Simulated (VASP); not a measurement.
Input of a VASP 6.6.1 run:

File POSCAR:

```
BaTiO3
1.0
    2.8276671207      1.6325543733      2.3177320127
   -2.8276671207      1.6325543733      2.3177320127
    0.0000000000     -3.2651087466      2.3177320127
Ba Ti O
1 1 3
Direct
   -0.0019543295     -0.0019543295     -0.0019543295
    0.4863644942      0.4863644942      0.4863644942
    0.5100996181      0.5100996181      0.0166905991
    0.0166905991      0.5100996181      0.5100996181
    0.5100996181      0.0166905991      0.5100996181
```

INCAR.step1

```
  ALGO = Normal
  EDIFF = 1E-4
  ENCUT = 520
  GGA = PE
  ISMEAR = -1
  LASPH = T
  LCHARG = F
  LREAL = F
  LWAVE = T
  NBANDS = 28
  NELM = 60
  PREC = Accurate
  SIGMA = 0.02
```

INCAR.step2

```
  ALGO = Normal
  EDIFF = 1E-8
  ENCUT = 520
  ISIF = 2
  ISMEAR = -1
  ISTART = 1
  LASPH = T
  LCHARG = F
  LEFG = T
  LMIXTAU = T
  LREAL = F
  LWAVE = F
  METAGGA = R2SCAN
  NBANDS = 28
  NELM = 60
  PREC = Accurate
  SIGMA = 0.02
```

Contents of KPOINTS:

```
k-points
0
Gamma
  8 8 8
```

Potentials or basis: VASP PAW PBE potentials, release 64 (Ba_sv, Ti_sv, O).

The run is started by

```bash
$ cat potpaw_PBE.64/Ba_sv/POTCAR potpaw_PBE.64/Ti_sv/POTCAR potpaw_PBE.64/O/POTCAR > POTCAR
$ cp INCAR.step1 INCAR
$ mpirun -np 1 vasp_std > vasp.out
$ cp INCAR.step2 INCAR
$ mpirun -np 1 vasp_std > vasp.out
```

(1) Predict the band gap on the k mesh.

(2) Estimate the largest force.

(3) Predict the pressure.

Results:

(1) 2.70 eV (least direct gap 3.09 eV).

(2) 0.104 eV/Å.

(3) 3.4 GPa.

Caveat: the cell stands under pressure; without QUAD_EFG the Cq values of the log hold for a quadrupole moment of 1 mb, not for the nuclei; the PAW data sets were made with another functional, which shifts forces and pressure a little; spin-orbit coupling is left out, which moves the levels of the heavy elements.
